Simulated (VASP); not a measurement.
Write the native input for VASP 6.6.1 that does the following.

| Property | Result |
| --- | --- |
| Task | relaxation of cell and atoms |
| Functional | PBE |
| Potentials or basis | VASP PAW PBE potentials, release 64 (Ir) |
| Cutoff | 600 eV |
| k mesh | 16 × 16 × 16 |
| Occupations | gaussian, width 0.15 eV |
| Spin | no spin polarisation |
| Dipole correction | no |
| Further INCAR settings | ALGO = Fast; EDIFF = 1e-07; IBRION = 2; EDIFFG = -0.01; NSW = 100; ISIF = 3 |

The structure of Ir lies in POSCAR:

```
Ir
1.0
   -0.2168305736      1.8211394617      2.0186075966
    2.1046381824     -0.2988963888      2.1006734118
    1.6861200138      1.4846871083      0.1196217798
Ir
1
Direct
    0.0000000000      0.0000000000      0.0000000000
```

This cell differs from its parent crystal: cell sheared at random, sigma 0.06, atoms nudged by 0.01 Å.

These files were run (other wordings do the same):

INCAR

```
PREC = Accurate
ENCUT = 600
EDIFF = 1E-7
ISMEAR = 0
SIGMA = 0.15
LREAL = F
LASPH = T
NELM = 80
ALGO = Fast
ISIF = 3
LWAVE = F
LCHARG = F
GGA = PE
IBRION = 2
NSW = 100
EDIFFG = -0.01
```

KPOINTS

```
regular mesh
0
Gamma
  16 16 16
```

Potentials or basis: VASP PAW PBE potentials, release 64 (Ir).

The run is started by

```console
$ cat potpaw_PBE.64/Ir/POTCAR > POTCAR
$ mpirun -np 1 vasp_std > vasp.out
```

Results of the run:

The relaxed volume is 14.53 Å³/atom and the relaxed cell is a = 2.739 Å, b = 2.739 Å, c = 2.739 Å, α = 60.00°, β = 60.00°, γ = 60.00°. The space group after relaxing (to 0.05 Å) is Fm-3m (No. 225) and the energy gained by relaxing is 1588.7 meV/atom. The ionic steps are 21 and the pressure after relaxing is 0.0 GPa.

Caveat: the cell differs from its parent crystal (cell sheared at random, sigma 0.06, atoms nudged by 0.01 Å).

Wall time 29 min on 1 thread of Intel Xeon 6975P-C, on a shared host, peak memory 0.62 GiB.
